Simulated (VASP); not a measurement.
# MgS (Pm-3n) in VASP: single point with PBE

Aim: the single point of MgS with PBE.

All numbers are computed with VASP 6.6.1; they aren't measurements. Logs are shortened: lines on timing, memory, paths and dates and some standing lists are left out, and cuts for length are marked.

### 1 The cell of the first run

It takes space group Pm-3n (No. 223, cubic). The conventional cell has a = 6.985 Å, b = 6.985 Å, c = 6.985 Å, α = 90.00°, β = 90.00°, γ = 90.00°. Mg (site symmetry -4m2) has 4 S at 2.47 Å within 3.3 Å. S (site symmetry -4m2) has 4 Mg at 2.47 Å within 3.3 Å.

### 2 Single point, PBE

Input file POSCAR:

```
MgS
1.0
    6.9851613685      0.0000000000      0.0000000000
    0.0000000000      6.9851613685      0.0000000000
    0.0000000000      0.0000000000      6.9851613685
Mg S
6 6
Direct
    0.5000000000      0.0000000000      0.7500000000
    0.7500000000      0.5000000000      0.0000000000
    0.0000000000      0.7500000000      0.5000000000
    0.5000000000      0.0000000000      0.2500000000
    0.2500000000      0.5000000000      0.0000000000
    0.0000000000      0.2500000000      0.5000000000
    0.0000000000      0.5000000000      0.7500000000
    0.7500000000      0.0000000000      0.5000000000
    0.5000000000      0.7500000000      0.0000000000
    0.0000000000      0.5000000000      0.2500000000
    0.2500000000      0.0000000000      0.5000000000
    0.5000000000      0.2500000000      0.0000000000
```

Input file INCAR.step1:

```
SYSTEM = MgS
PREC = Accurate ; ENCUT = 520
EDIFF = 1E-6 ; ISMEAR = 0
SIGMA = 0.02 ; LREAL = .FALSE.
LASPH = .TRUE. ; NELM = 60
ALGO = Normal ; ISIF = 2
LWAVE = .FALSE. ; LCHARG = .TRUE.
GGA = PE ; NBANDS = 36
```

Input file KPOINTS.step1:

```
Automatic mesh
0
G
  4 4 4
  0 0 0
```

Input file INCAR.step2:

```
SYSTEM = MgS
PREC = Accurate ; ENCUT = 520
EDIFF = 1E-6 ; ISMEAR = -5
SIGMA = 0.02 ; LREAL = .FALSE.
LASPH = .TRUE. ; NELM = 60
ALGO = Normal ; ISIF = 2
LWAVE = .FALSE. ; LCHARG = .FALSE.
GGA = PE ; LORBIT = 11
NEDOS = 1001 ; ICHARG = 11
```

Input file KPOINTS.step2:

```
Automatic mesh
0
G
  6 6 6
  0 0 0
```

Potentials or basis: VASP PAW PBE potentials, release 64 (Mg, S).

The run is started by

```bash
$ cat potpaw_PBE.64/Mg/POTCAR potpaw_PBE.64/S/POTCAR > POTCAR
$ cp INCAR.step1 INCAR
$ cp KPOINTS.step1 KPOINTS
$ mpirun -np 1 vasp_std > vasp.out
$ cp INCAR.step2 INCAR
$ cp KPOINTS.step2 KPOINTS
$ mpirun -np 1 vasp_std > vasp.out
```

OUTCAR:

```text
SYSTEM = MgS
   PREC = Accurate
   ENCUT = 520
   EDIFF = 1E-6
   ISMEAR = -5
   LREAL = .FALSE.
   LASPH = .TRUE.
   NELM = 60
   ISIF = 2
   GGA = PE
   LORBIT = 11
   ICHARG = 11

 ion  position               nearest neighbor table
   1  0.500  0.000  0.750-   8 2.47   9 2.47  11 2.47  12 2.47   4 3.49   4 3.49
   2  0.750  0.500  0.000-   7 2.47   9 2.47  10 2.47  12 2.47   5 3.49   5 3.49
   3  0.000  0.750  0.500-   7 2.47   8 2.47  10 2.47  11 2.47   6 3.49   6 3.49
   4  0.500  0.000  0.250-   8 2.47   9 2.47  11 2.47  12 2.47   1 3.49   1 3.49
   5  0.250  0.500  0.000-   7 2.47   9 2.47  10 2.47  12 2.47   2 3.49   2 3.49
   6  0.000  0.250  0.500-   7 2.47   8 2.47  10 2.47  11 2.47   3 3.49   3 3.49
   7  0.000  0.500  0.750-   2 2.47   3 2.47   5 2.47   6 2.47
   8  0.750  0.000  0.500-   1 2.47   3 2.47   4 2.47   6 2.47
   9  0.500  0.750  0.000-   1 2.47   2 2.47   4 2.47   5 2.47
  10  0.000  0.500  0.250-   2 2.47   3 2.47   5 2.47   6 2.47
  11  0.250  0.000  0.500-   1 2.47   3 2.47   4 2.47   6 2.47
  12  0.500  0.250  0.000-   1 2.47   2 2.47   4 2.47   5 2.47

  LATTYP: Found a simple cubic cell.
 ALAT       =     6.9851613685

  Lattice vectors:

 A1 = (   6.9851613685,   0.0000000000,   0.0000000000)
 A2 = (   0.0000000000,   6.9851613685,   0.0000000000)
 A3 = (   0.0000000000,   0.0000000000,   6.9851613685)

Analysis of symmetry for initial positions (statically):
=====================================================================
 Subroutine PRICEL returns:
 Original cell was already a primitive cell.

 Routine SETGRP: Setting up the symmetry group for a
 simple cubic supercell.

 Subroutine GETGRP returns: Found 48 space group operations
 (whereof 24 operations were pure point group operations)
 out of a pool of 48 trial point group operations.

The static configuration has the point symmetry T_h .
 The point group associated with its full space group is O_h .

Analysis of symmetry for dynamics (positions and initial velocities):
=====================================================================
 Subroutine PRICEL returns:
 Original cell was already a primitive cell.

 Routine SETGRP: Setting up the symmetry group for a
 simple cubic supercell.

 Subroutine GETGRP returns: Found 48 space group operations
 (whereof 24 operations were pure point group operations)
 out of a pool of 48 trial point group operations.

The dynamic configuration has the point symmetry T_h .
 The point group associated with its full space group is O_h .

 Subroutine INISYM returns: Found 48 space group operations
 (whereof 24 operations are pure point group operations),
 and found     1 'primitive' translations

----------------------------------------------------------------------------------------

                                     Primitive cell

  volume of cell :     340.8233

  direct lattice vectors                    reciprocal lattice vectors
     6.985161369  0.000000000  0.000000000     0.143160615  0.000000000  0.000000000
     0.000000000  6.985161369  0.000000000     0.000000000  0.143160615  0.000000000
     0.000000000  0.000000000  6.985161369     0.000000000  0.000000000  0.143160615

  length of vectors
     6.985161369  6.985161369  6.985161369     0.143160615  0.143160615  0.143160615

  position of ions in fractional coordinates (direct lattice)
     0.500000000  0.000000000  0.750000000
     0.750000000  0.500000000  0.000000000
     0.000000000  0.750000000  0.500000000
     0.500000000  0.000000000  0.250000000
     0.250000000  0.500000000  0.000000000
     0.000000000  0.250000000  0.500000000
     0.000000000  0.500000000  0.750000000
     0.750000000  0.000000000  0.500000000
     0.500000000  0.750000000  0.000000000
     0.000000000  0.500000000  0.250000000
     0.250000000  0.000000000  0.500000000
     0.500000000  0.250000000  0.000000000

  ion indices of the primitive-cell ions
   primitive index   ion index
                 1           1
                 2           2
                 3           3
                 4           4
                 5           5
                 6           6
                 7           7
                 8           8
                 9           9
                10          10
                11          11
                12          12

----------------------------------------------------------------------------------------

 KPOINTS: Automatic mesh

Automatic generation of k-mesh.
 Grid dimensions read from file:
 generate k-points for:    6    6    6

 Generating k-lattice:

  Cartesian coordinates                     Fractional coordinates (reciprocal lattice)
     0.023860103  0.000000000  0.000000000     0.166666667  0.000000000  0.000000000
     0.000000000  0.023860103  0.000000000     0.000000000  0.166666667  0.000000000
     0.000000000  0.000000000  0.023860103     0.000000000  0.000000000  0.166666667

  Length of vectors
     0.023860103  0.023860103  0.023860103

  Shift w.r.t. Gamma in fractional coordinates (k-lattice)
     0.000000000  0.000000000  0.000000000

 TETIRR: Found    104 inequivalent tetrahedra from     1296

 Subroutine IBZKPT returns following result:
 ===========================================

 Found     20 irreducible k-points:

 Following reciprocal coordinates:
            Coordinates               Weight
  0.000000  0.000000  0.000000      1.000000
  0.166667  0.000000  0.000000      6.000000
  0.333333  0.000000  0.000000      6.000000
  0.500000  0.000000  0.000000      3.000000
  0.166667  0.166667  0.000000     12.000000
  0.333333  0.166667  0.000000     24.000000
[... 12 lines left out ...]
  0.500000  0.500000  0.333333      6.000000
  0.500000  0.500000  0.500000      1.000000
   k-points           NKPTS =     20   k-points in BZ     NKDIM =     20   number of bands    NBANDS=     31
   number of dos      NEDOS =   1001   number of ions     NIONS =     12
   total plane-waves  NPLWV = 157464
   dimension x,y,z NGX =    54 NGY =   54 NGZ =   54
   dimension x,y,z NGXF=   108 NGYF=  108 NGZF=  108
   ions per type =               6   6
   NGX,Y,Z   is equivalent  to a cutoff of  12.85, 12.85, 12.85 a.u.
   NGXF,Y,Z  is equivalent  to a cutoff of  25.70, 25.70, 25.70 a.u.
 SYSTEM =  MgS
   PREC   = accura    normal or accurate (medium, high low for compatibility)
   ISTART =      0    job   : 0-new  1-cont  2-samecut
   ICHARG =     11    charge: 1-file 2-atom 10-const
   ISPIN  =      1    spin polarized calculation?
   LNONCOLLINEAR =      F non collinear calculations
   LSORBIT =      F    spin-orbit coupling
   LASPH  =      T    aspherical Exc in radial PAW
   ENCUT  =  520.0 eV  38.22 Ry    6.18 a.u.  12.99 12.99 12.99*2*pi/ulx,y,z
   NELM   =     60;   NELMIN=  2; NELMDL=  0     # of ELM steps
   EDIFF  = 0.1E-05   stopping-criterion for ELM
   LREAL  =      F    real-space projection
[... 7 lines left out ...]
   TEBEG  =    0.0;   TEEND  =   0.0 temperature during run
   PSTRESS=    0.0 pullay stress
   NELECT =      48.0000    total number of electrons
   NUPDOWN=      -1.0000    fix difference up-down
   EMIN   =  10.00;   EMAX   =-10.00  energy-range for DOS
   EFERMI =   0.00;   METHOD = LEGACY
   ISMEAR =    -5;   SIGMA  =   0.02  broadening in eV -4-tet -1-fermi 0-gaus
   EFERMI_NEDOS =   21; number of points for ismear=-14 and -15
   IALGO  =     38    algorithm
   IMIX   =      4    mixing-type and parameters
     AMIX     =   0.40;   BMIX     =  1.00
     AMIX_MAG =   1.60;   BMIX_MAG =  1.00
  volume/ion in A,a.u.               =      28.40       191.67
  Fermi-wavevector in a.u.,A,eV,Ry     =   0.851750  1.609574  9.870728  0.725478
  Thomas-Fermi vector in A             =   1.967931
   LORBIT       =     11    0 simple, 1 ext, 2 COOP (PROOUT), +10 PAW based schemes
   GGA     = PE    functional components
   LHFCALC =     F    Hartree Fock is set to
   AEXX    =    0.0000 exact exchange contribution
   IVDW    =     0    specifies the selected vdW correction
   LEPSILON=     F    determine dielectric tensor
   LRPA    =     F    only Hartree local field effects (RPA)
 non-spin polarized calculation
 Fermi weights with tetrahedron method with Bloechl corrections
  energy-cutoff  :      520.00
  volume of cell :      340.82
 maximum number of plane-waves:      9220
 NGX is ok and might be reduce to    54

 number of electron      47.9999996 magnetization

 Free energy of the ion-electron system (eV)
  ---------------------------------------------------
  ext. energy  EPLUGINS =         0.00000000
  ---------------------------------------------------
  free energy    TOTEN  =       -50.02712701 eV

  energy without entropy =      -50.02712701  energy(sigma->0) =      -50.02712701

 E-fermi :   0.0164     XC(G=0):  -7.1946

 val. band max:        0.0044703021   @ k =   0.0000   0.0000   0.0000
 cond. band min:       3.0444067482   @ k =   0.0000   0.0000   0.0000
 fundamental gap:      3.0399364460
 Fermi energy:         0.0163694259

 k-point     1 :       0.0000    0.0000    0.0000
  band No.  band energies     occupation
      1     -11.4163      2.00000
      2     -11.0071      2.00000
      3     -11.0071      2.00000
      4     -10.4766      2.00000
      5     -10.4766      2.00000
      6     -10.4766      2.00000
[... 669 lines left out ...]
     30       5.7490      0.00000
     31       5.8690      0.00000

------------------------ aborting loop because EDIFF is reached ----------------------------------------

  FORCE on cell =-STRESS in cart. coord.  units (eV):
  Direction    XX          YY          ZZ          XY          YZ          ZX
  --------------------------------------------------------------------------------------
  -------------------------------------------------------------------------------------
  Total       -0.2638932     -0.2638932     -0.2638932      0.0000000      0.0000000      0.0000000
  in kB       -1.2405364     -1.2405364     -1.2405364      0.0000000      0.0000000      0.0000000
  external PRESSURE =      -1.2405364 kB  Pullay stress =       0.0000000 kB

 VOLUME and BASIS-vectors are now :
 -----------------------------------------------------------------------------
  energy-cutoff  :      520.00
  volume of cell :      340.82
      direct lattice vectors                 reciprocal lattice vectors
     6.985161369  0.000000000  0.000000000     0.143160615  0.000000000  0.000000000
     0.000000000  6.985161369  0.000000000     0.000000000  0.143160615  0.000000000
     0.000000000  0.000000000  6.985161369     0.000000000  0.000000000  0.143160615

 POSITION                                       TOTAL-FORCE (eV/Angst)
 -----------------------------------------------------------------------------------
      3.49258      0.00000      5.23887         0.000000      0.000000     -0.000000
      5.23887      3.49258      0.00000         0.000000      0.000000      0.000000
      0.00000      5.23887      3.49258         0.000000     -0.000000      0.000000
      3.49258      0.00000      1.74629        -0.000000      0.000000      0.000000
      1.74629      3.49258      0.00000        -0.000000      0.000000      0.000000
      0.00000      1.74629      3.49258        -0.000000      0.000000      0.000000
      0.00000      3.49258      5.23887        -0.000000     -0.000000      0.000000
      5.23887      0.00000      3.49258        -0.000000     -0.000000      0.000000
      3.49258      5.23887      0.00000        -0.000000      0.000000     -0.000000
      0.00000      3.49258      1.74629         0.000000      0.000000     -0.000000
      1.74629      0.00000      3.49258         0.000000      0.000000     -0.000000
      3.49258      1.74629      0.00000         0.000000     -0.000000      0.000000
 -----------------------------------------------------------------------------------
    total drift:                                0.000000      0.000000     -0.000000

  FREE ENERGIE OF THE ION-ELECTRON SYSTEM (eV)
  ---------------------------------------------------
  free  energy   TOTEN  =       -50.0271270114 eV

  energy  without entropy=      -50.0271270114  energy(sigma->0) =      -50.02712701

 total charge

# of ion       s       p       d       tot
------------------------------------------
    1        0.160   0.137   0.037   0.334
    2        0.160   0.137   0.037   0.334
    3        0.160   0.137   0.037   0.334
    4        0.160   0.137   0.037   0.334
    5        0.160   0.137   0.037   0.334
    6        0.160   0.137   0.037   0.334
    7        1.310   2.498   0.000   3.808
    8        1.310   2.498   0.000   3.808
    9        1.310   2.498   0.000   3.808
   10        1.310   2.498   0.000   3.808
   11        1.310   2.498   0.000   3.808
   12        1.310   2.498   0.000   3.808
--------------------------------------------------
tot          8.822  15.811   0.220  24.853
```

It took 6.8 min on 1 thread of Intel Xeon Platinum 8375C at 2.90GHz (Ice Lake), shared host; peak memory 0.45 GiB.

What came out:

| Quantity | Value |
| --- | --- |
| Valence electrons inside the program's atomic spheres | Mg 0.33; S 3.81 |
